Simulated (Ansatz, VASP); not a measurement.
## SnTe: VASP beside Ansatz

```xyz
2
Lattice="0.0000 3.2354 3.2354 3.2354 0.0000 3.2354 3.2354 3.2354 0.0000" Properties=species:S:1:pos:R:3 pbc="T T T"
Sn    0.0000    0.0000    0.0000
Te    3.2354    3.2354    3.2354
```

Change from the starting cell: strain +0.025 along x and y, +0.025 along z, atoms carried along.

Alike in both runs: task single point; functional PBEsol; k mesh 10 × 10 × 10; occupations gaussian, width 0.03 eV; no spin polarisation.

```csv
,VASP,Ansatz
version,VASP 6.6.1,Ansatz 0.2.0
potentials or method,"VASP PAW PBE potentials, release 64 (Sn_d, Te), cutoff 500 eV","scalar-relativistic, plane waves, PAW"
valence electrons in the cell,20,30
```

```csv
,VASP,Ansatz,Ansatz less VASP
gap on the k mesh at the Fermi level (eV),0.08,0.08,+0.001
least direct gap on the mesh (eV),0.08,0.08,+0.001
pressure (GPa),-3.3,-3.3,+0.02
```

VASP's potentials were made for PBE, not for PBEsol. The functional is the same, so the differences come from potentials, cutoffs and numerics. VASP's potentials hold 20 valence electrons a cell and Ansatz's 30, so a difference there can come from the potentials and not from the codes.

Neither program's run includes spin-orbit coupling.
